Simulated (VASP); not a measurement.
# SiW16 (a cell with a defect) in VASP: single point with PBE

Aim: the single point of SiW16 (a cell with a defect) with PBE.

All numbers are computed with VASP 6.6.1; they aren't measurements. Logs are shortened: lines on timing, memory, paths and dates and some standing lists are left out, and cuts for length are marked.

## 1. The cell of the first run

The cell holds a defect, 17 atoms: a = 6.320 Å, b = 6.320 Å, c = 6.320 Å, α = 90.00°, β = 90.00°, γ = 90.00°.

## 2. Single point, PBE

Input file INCAR:

```
PREC = Accurate
ENCUT = 520
EDIFF = 1E-6
ISMEAR = -1
SIGMA = 0.05
LREAL = Auto
LASPH = T
NELM = 100
ALGO = Normal
ISIF = 2
LWAVE = F
LCHARG = T
GGA = PE
LELF = T
LVHAR = T
NBANDS = 128
```

Input file KPOINTS:

```
regular mesh
0
Gamma
  2 2 2
```

Input file POSCAR:

```
SiW16
1.0
    6.3200000000      0.0000000000      0.0000000000
    0.0000000000      6.3200000000      0.0000000000
    0.0000000000      0.0000000000      6.3200000000
W Si
16 1
Direct
    0.0851740506      0.0221518987     -0.0270727848
    0.4459651899      0.0220411392      0.0067721519
    0.0199367089      0.5067405063      0.0230696203
    0.0244936709     -0.0136075949      0.4920569620
    0.2584968354      0.2540506329      0.2790348101
    0.5053955696      0.4943196203      0.0003955696
    0.5192879747     -0.0179272152      0.4829746835
    0.7665822785      0.2597468354      0.2577848101
    0.0155696203      0.4890822785      0.5080537975
    0.2574050633      0.7368670886      0.2701740506
    0.2559018987      0.2678797468      0.7337500000
    0.5256487342      0.4760759494      0.5066455696
    0.7482436709      0.7108544304      0.2705854430
    0.7660443038      0.2109810127      0.7340981013
    0.2757278481      0.7288924051      0.7366297468
    0.7570569620      0.7265031646      0.7260443038
    0.7693670886     -0.0294303797      0.0427056962
```

Potentials or basis: VASP PAW PBE potentials, release 64 (W_sv, Si).

Run with:

```console
$ cat potpaw_PBE.64/W_sv/POTCAR potpaw_PBE.64/Si/POTCAR > POTCAR
$ mpirun -np 1 vasp_std > vasp.out
```

OUTCAR:

```text
PREC = Accurate
   ENCUT = 520
   EDIFF = 1E-6
   ISMEAR = -1
   LREAL = Auto
   LASPH = T
   NELM = 100
   ISIF = 2
   GGA = PE

 ion  position               nearest neighbor table
   1  0.085  0.022  0.973-  17 2.07   2 2.29  11 2.42   5 2.66  15 2.67  14 2.79  10 2.82   4 3.07
                             8 3.09   3 3.11  16 3.20   3 3.30   4 3.31  13 3.46
   2  0.446  0.022  0.007-  17 2.08   1 2.29   5 2.55  11 2.61  10 2.73  15 2.74  14 2.91   8 2.98
                             6 3.01   7 3.06  13 3.21  16 3.24   7 3.35   6 3.36
   3  0.020  0.507  0.023-  10 2.61  13 2.66   8 2.68   5 2.73  11 2.80  15 2.80  16 2.87  14 3.07
                             9 3.07   6 3.07   1 3.11   6 3.26   9 3.26   1 3.30
   4  0.024  0.986  0.492-  10 2.57   5 2.62  14 2.65  15 2.75  11 2.76  16 2.78   8 2.80  13 2.84
                             1 3.07   7 3.13   9 3.15   9 3.18   7 3.19  17 3.27   1 3.31
   5  0.258  0.254  0.279-   2 2.55   9 2.58   4 2.62  12 2.62   1 2.66   7 2.71   3 2.73   6 2.80
                            11 2.88  10 3.05   8 3.11   8 3.21  10 3.27  11 3.45
   6  0.505  0.494  0.000-  15 2.66  13 2.67  11 2.72   8 2.75  16 2.77  10 2.78   5 2.80  14 2.96
                             2 3.01   3 3.07  12 3.13  12 3.20   3 3.26   2 3.36
   7  0.519  0.982  0.483-  13 2.61  10 2.64  14 2.65  16 2.69   5 2.71  15 2.74   8 2.75  11 2.92
                             2 3.06  12 3.13   4 3.13   4 3.19  17 3.20  12 3.20   2 3.35
   8  0.767  0.260  0.258-  17 2.28  12 2.58   9 2.66   3 2.68   7 2.75   6 2.75   4 2.80  13 2.85
                             2 2.98  14 3.03   1 3.09   5 3.11   5 3.21  14 3.32  13 3.47
   9  0.016  0.489  0.508-  11 2.51   5 2.58  16 2.61  10 2.65  13 2.66   8 2.66  15 2.66  14 2.76
                             3 3.07  12 3.10   4 3.15   4 3.18  12 3.22   3 3.26
  10  0.257  0.737  0.270-   4 2.57   3 2.61   7 2.64   9 2.65   2 2.73   6 2.78  12 2.80   1 2.82
                            15 2.95   5 3.05  13 3.11  13 3.22   5 3.27  15 3.37
  11  0.256  0.268  0.734-   1 2.42   9 2.51  12 2.59   2 2.61   6 2.72   4 2.76   3 2.80   5 2.88
                            15 2.92   7 2.92  14 3.12  14 3.24  15 3.41   5 3.45
  12  0.526  0.476  0.507-  13 2.53  16 2.56   8 2.58  11 2.59   5 2.62  15 2.68  14 2.68  10 2.80
                             9 3.10   6 3.13   7 3.13   7 3.20   6 3.20   9 3.22
  13  0.748  0.711  0.271-  17 2.19  12 2.53   7 2.61   3 2.66   9 2.66   6 2.67   4 2.84   8 2.85
                            16 2.88  10 3.11   2 3.21  10 3.22  16 3.44   1 3.46   8 3.47
  14  0.766  0.211  0.734-  17 2.47   4 2.65   7 2.65  12 2.68   9 2.76   1 2.79   2 2.91   6 2.96
                             8 3.03  16 3.06   3 3.07  11 3.12  11 3.24  16 3.26   8 3.32
  15  0.276  0.729  0.737-   6 2.66   9 2.66   1 2.67  12 2.68   7 2.74   2 2.74   4 2.75   3 2.80
                            11 2.92  10 2.95  16 3.04  16 3.28  10 3.37  11 3.41
  16  0.757  0.727  0.726-  17 2.53  12 2.56   9 2.61   7 2.69   6 2.77   4 2.78   3 2.87  13 2.88
                            15 3.04  14 3.06   1 3.20   2 3.24  14 3.26  15 3.28  13 3.44
  17  0.769  0.971  0.043-   1 2.07   2 2.08  13 2.19   8 2.28  14 2.47  16 2.53   7 3.20   4 3.27

  LATTYP: Found a simple cubic cell.
 ALAT       =     6.3200000000

  Lattice vectors:

 A1 = (   6.3200000000,   0.0000000000,   0.0000000000)
 A2 = (   0.0000000000,   6.3200000000,   0.0000000000)
 A3 = (   0.0000000000,   0.0000000000,   6.3200000000)

Analysis of symmetry for initial positions (statically):
=====================================================================
 Subroutine PRICEL returns:
 Original cell was already a primitive cell.

 Routine SETGRP: Setting up the symmetry group for a
 simple cubic supercell.

 Subroutine GETGRP returns: Found  1 space group operations
 (whereof  1 operations were pure point group operations)
 out of a pool of 48 trial point group operations.

The static configuration has the point symmetry C_1 .

Analysis of symmetry for dynamics (positions and initial velocities):
=====================================================================
 Subroutine PRICEL returns:
 Original cell was already a primitive cell.

 Routine SETGRP: Setting up the symmetry group for a
 simple cubic supercell.

 Subroutine GETGRP returns: Found  1 space group operations
 (whereof  1 operations were pure point group operations)
 out of a pool of 48 trial point group operations.

The dynamic configuration has the point symmetry C_1 .

 Subroutine INISYM returns: Found  1 space group operations
 (whereof  1 operations are pure point group operations),
 and found     1 'primitive' translations

----------------------------------------------------------------------------------------

                                     Primitive cell

[... 61 lines left out ...]
     0.000000000  0.079113924  0.000000000     0.000000000  0.500000000  0.000000000
     0.000000000  0.000000000  0.079113924     0.000000000  0.000000000  0.500000000

  Length of vectors
     0.079113924  0.079113924  0.079113924

  Shift w.r.t. Gamma in fractional coordinates (k-lattice)
     0.000000000  0.000000000  0.000000000

 Subroutine IBZKPT returns following result:
 ===========================================

 Found      8 irreducible k-points:

 Following reciprocal coordinates:
            Coordinates               Weight
  0.000000  0.000000  0.000000      1.000000
  0.500000  0.000000  0.000000      1.000000
  0.000000  0.500000  0.000000      1.000000
  0.000000  0.000000  0.500000      1.000000
  0.500000  0.500000  0.000000      1.000000
  0.000000  0.500000  0.500000      1.000000
  0.500000  0.000000  0.500000      1.000000
  0.500000  0.500000  0.500000      1.000000
   k-points           NKPTS =      8   k-points in BZ     NKDIM =      8   number of bands    NBANDS=    128
   number of dos      NEDOS =    301   number of ions     NIONS =     17
   total plane-waves  NPLWV = 110592
   dimension x,y,z NGX =    48 NGY =   48 NGZ =   48
   dimension x,y,z NGXF=    96 NGYF=   96 NGZF=   96
   ions per type =              16   1
   NGX,Y,Z   is equivalent  to a cutoff of  12.63, 12.63, 12.63 a.u.
   NGXF,Y,Z  is equivalent  to a cutoff of  25.25, 25.25, 25.25 a.u.
 SYSTEM =  unknown system
   PREC   = accura    normal or accurate (medium, high low for compatibility)
   ISTART =      0    job   : 0-new  1-cont  2-samecut
   ICHARG =      2    charge: 1-file 2-atom 10-const
   ISPIN  =      1    spin polarized calculation?
   LNONCOLLINEAR =      F non collinear calculations
   LSORBIT =      F    spin-orbit coupling
   LASPH  =      T    aspherical Exc in radial PAW
   ENCUT  =  520.0 eV  38.22 Ry    6.18 a.u.  11.75 11.75 11.75*2*pi/ulx,y,z
   NELM   =    100;   NELMIN=  2; NELMDL= -5     # of ELM steps
   EDIFF  = 0.1E-05   stopping-criterion for ELM
   LREAL  =      T    real-space projection
   EDIFFG = 0.1E-04   stopping-criterion for IOM
   NSW    =      0    number of steps for IOM
   IBRION =     -1    ionic relax: 0-MD 1-quasi-New 2-CG
   NFREE  =      0    steps in history (QN), initial steepest desc. (CG)
   ISIF   =      2    stress and relaxation
   ISYM   =      2    0-nonsym 1-usesym 2-fastsym
   POTIM  = 0.5000    time-step for ionic-motion
   TEBEG  =    0.0;   TEEND  =   0.0 temperature during run
   PSTRESS=    0.0 pullay stress
   NELECT =     228.0000    total number of electrons
   NUPDOWN=      -1.0000    fix difference up-down
   EMIN   =  10.00;   EMAX   =-10.00  energy-range for DOS
   EFERMI =   0.00;   METHOD = LEGACY
   ISMEAR =    -1;   SIGMA  =   0.05  broadening in eV -4-tet -1-fermi 0-gaus
   EFERMI_NEDOS =   21; number of points for ismear=-14 and -15
   IALGO  =     38    algorithm
   IMIX   =      4    mixing-type and parameters
     AMIX     =   0.40;   BMIX     =  1.00
     AMIX_MAG =   1.60;   BMIX_MAG =  1.00
  volume/ion in A,a.u.               =      14.85       100.21
  Fermi-wavevector in a.u.,A,eV,Ry     =   1.582472  2.990438 34.071949  2.504218
  Thomas-Fermi vector in A             =   2.682390
   LORBIT       =      0    0 simple, 1 ext, 2 COOP (PROOUT), +10 PAW based schemes
   GGA     = PE    functional components
   LHFCALC =     F    Hartree Fock is set to
   AEXX    =    0.0000 exact exchange contribution
   IVDW    =     0    specifies the selected vdW correction
   LEPSILON=     F    determine dielectric tensor
   LRPA    =     F    only Hartree local field effects (RPA)
 non-spin polarized calculation
  energy-cutoff  :      520.00
  volume of cell :      252.44
 maximum number of plane-waves:      6859
 NGX is ok and might be reduce to    48
   NGX = 23   NGY = 23   NGZ = 23

 number of electron     228.0000005 magnetization

 Free energy of the ion-electron system (eV)
  ---------------------------------------------------
  ext. energy  EPLUGINS =         0.00000000
  ---------------------------------------------------
  free energy    TOTEN  =      -201.63137228 eV

  energy without entropy =     -201.58350788  energy(sigma->0) =     -201.60744008

 E-fermi :  12.1087     XC(G=0): -13.8001

 val. band max:       12.0589443379   @ k =   0.5000   0.0000   0.5000
 cond. band min:      12.1804317867   @ k =   0.5000   0.5000   0.0000
 fundamental gap:      0.1214874488
 Fermi energy:        12.1086701603

 k-point     1 :       0.0000    0.0000    0.0000
  band No.  band energies     occupation
      1     -61.9210      2.00000
      2     -61.8490      2.00000
      3     -61.8362      2.00000
      4     -61.8278      2.00000
      5     -61.8202      2.00000
      6     -61.7994      2.00000
[... 1021 lines left out ...]
    125      14.2022      0.00000
    126      14.3897      0.00000
 [bands above 126 left out]

------------------------ aborting loop because EDIFF is reached ----------------------------------------

  FORCE on cell =-STRESS in cart. coord.  units (eV):
  Direction    XX          YY          ZZ          XY          YZ          ZX
  --------------------------------------------------------------------------------------
  -------------------------------------------------------------------------------------
  Total       77.8231662     48.7135334     48.9641424      2.2100257     -2.8112191     -3.7431947
  in kB      493.9332284    309.1782819    310.7688635     14.0267377    -17.8424316    -23.7575561
  external PRESSURE =     371.2934579 kB  Pullay stress =       0.0000000 kB

 VOLUME and BASIS-vectors are now :
 -----------------------------------------------------------------------------
  energy-cutoff  :      520.00
  volume of cell :      252.44
      direct lattice vectors                 reciprocal lattice vectors
     6.320000000  0.000000000  0.000000000     0.158227848  0.000000000  0.000000000
     0.000000000  6.320000000  0.000000000     0.000000000  0.158227848  0.000000000
     0.000000000  0.000000000  6.320000000     0.000000000  0.000000000  0.158227848

 POSITION                                       TOTAL-FORCE (eV/Angst)
 -----------------------------------------------------------------------------------
      0.53830      0.14000      6.14890        -0.988479     -1.760224      0.485088
      2.81850      0.13930      0.04280         1.153054     -1.382193     -0.639305
      0.12600      3.20260      0.14580        -0.445421     -0.614983     -2.288359
      0.15480      6.23400      3.10980        -1.046209      0.078595      0.773089
      1.63370      1.60560      1.76350         0.384097      0.626251     -1.494867
      3.19410      3.12410      0.00250         0.458344     -0.072172     -0.132986
[... 9 lines left out ...]
      4.78460      4.59150      4.58860         1.021874      0.927995      3.377452
      4.86240      6.13400      0.26990        -0.168926     -0.952380     -2.100690
 -----------------------------------------------------------------------------------
    total drift:                               -0.003161      0.001321     -0.002304

  FREE ENERGIE OF THE ION-ELECTRON SYSTEM (eV)
  ---------------------------------------------------
  free  energy   TOTEN  =      -201.6313722803 eV

  energy  without entropy=     -201.5835078797  energy(sigma->0) =     -201.60744008
```

It took 12 min on 1 thread of Intel Xeon Platinum 8375C at 2.90GHz (Ice Lake), shared host; peak memory 0.42 GiB.

Results:

* Free energy: -201.6314 eV
* Pressure: 37.1 GPa
* Largest force: 3.649 eV/Å
* Band gap on the k mesh: zero (bands 114 and 115 overlap by 0.94 eV)

Forces in eV/Å, atoms in the order of the input:
```
W   -0.988 -1.760  0.485
W    1.153 -1.382 -0.639
W   -0.445 -0.615 -2.288
W   -1.046  0.079  0.773
W    0.384  0.626 -1.495
W    0.458 -0.072 -0.133
W   -0.843  0.620  1.897
W    0.446 -0.365 -0.164
W   -0.531  0.676  0.136
W    0.715 -0.721 -1.787
W    1.856 -0.031 -0.232
W   -1.801  0.802 -0.076
W    0.875 -0.598  0.184
W   -0.394  2.315  1.450
W   -0.691  0.452  0.612
W    1.022  0.928  3.377
Si  -0.169 -0.952 -2.101
```

Stress tensor (GPa, compression positive):
```
49.39  1.40 -2.38
 1.40 30.92 -1.78
-2.38 -1.78 31.08
```

Levels at points of the mesh, in eV from the Fermi level:
```tsv
k point	band 112	band 113	band 114	band 115	band 116	band 117
(0.00, 0.00, 0.00)	-0.22	0.08	0.32	0.40	0.53	0.63
(0.50, 0.00, 0.00)	-0.48	-0.32	-0.18	0.30	0.59	0.63
(0.00, 0.50, 0.00)	-0.64	-0.56	-0.12	0.26	0.36	0.38
(0.00, 0.00, 0.50)	-0.64	-0.57	-0.15	0.27	0.33	0.47
(0.50, 0.50, 0.00)	-0.87	-0.47	-0.39	-0.14	0.07	0.23
(0.00, 0.50, 0.50)	-0.51	-0.44	-0.22	-0.10	0.10	0.44
(0.50, 0.00, 0.50)	-0.84	-0.65	-0.39	-0.05	0.09	0.40
(0.50, 0.50, 0.50)	-1.91	-1.00	0.81	1.07	1.23	1.33
```

Caveat: the k points lie up to 0.50 Å⁻¹ apart, too coarse for converged energies and pressures of a metal; spin-orbit coupling is left out, which moves the levels of the heavy elements.

The gap in the log of VASP goes by the Fermi energy; the results here count the filled bands.